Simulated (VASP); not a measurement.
A run of VASP 6.6.1 is set up as follows.

INCAR

```
SYSTEM = InSb
ALGO     = Normal         ! electronic algorithm
EDIFF    = 1E-6           ! SCF threshold, eV
ENCUT    = 520            ! plane-wave cutoff, eV
GGA      = PS             ! functional
ISIF     = 2              ! what is computed and relaxed
ISMEAR   = 0              ! smearing method
LASPH    = .TRUE.         ! aspherical terms in the spheres
LCHARG   = .TRUE.         ! write CHGCAR
LELF     = .TRUE.         ! ELF
LREAL    = .FALSE.        ! projectors in reciprocal space
LVHAR    = .TRUE.       
LWAVE    = .FALSE.        ! write WAVECAR
NBANDS   = 16             ! bands
NELM     = 60             ! most SCF steps
PREC     = Accurate       ! precision mode
SIGMA    = 0.15           ! smearing width, eV
```

KPOINTS

```
k-points
0
G
  12 12 12
  0 0 0
```

POSCAR

```
InSb
1.0
    0.0000000000      3.2391000000      3.2552955000
    3.2391000000      0.0000000000      3.2552955000
    3.2391000000      3.2391000000      0.0000000000
In Sb
1 1
Direct
    0.0000000000      0.0000000000      0.0000000000
    0.7500000000      0.7500000000      0.7500000000
```

Potentials or basis: VASP PAW PBE potentials, release 64 (In_d, Sb).

Launch:

```sh
$ cat potpaw_PBE.64/In_d/POTCAR potpaw_PBE.64/Sb/POTCAR > POTCAR
$ mpirun -np 1 vasp_std > vasp.out
```

**Question.** What does it give for the band gap on the k mesh?

**Answer.** Zero (filled and empty bands touch).

**Question.** What does it give for the pressure?

**Answer.** 0.6 GPa.

Stress tensor (GPa, compression positive):
```
0.67 0.00 0.00
0.00 0.67 0.00
0.00 0.00 0.54
```

Caveat: the cell differs from its parent crystal (strain +0.0050 x Voigt [0, 0, 1, 0, 0, 0]); semilocal functionals underestimate gaps, so a narrow gap can read as zero; the PAW data sets were made with another functional, which shifts forces and pressure a little; spin-orbit coupling is left out, which moves the levels of the heavy elements.
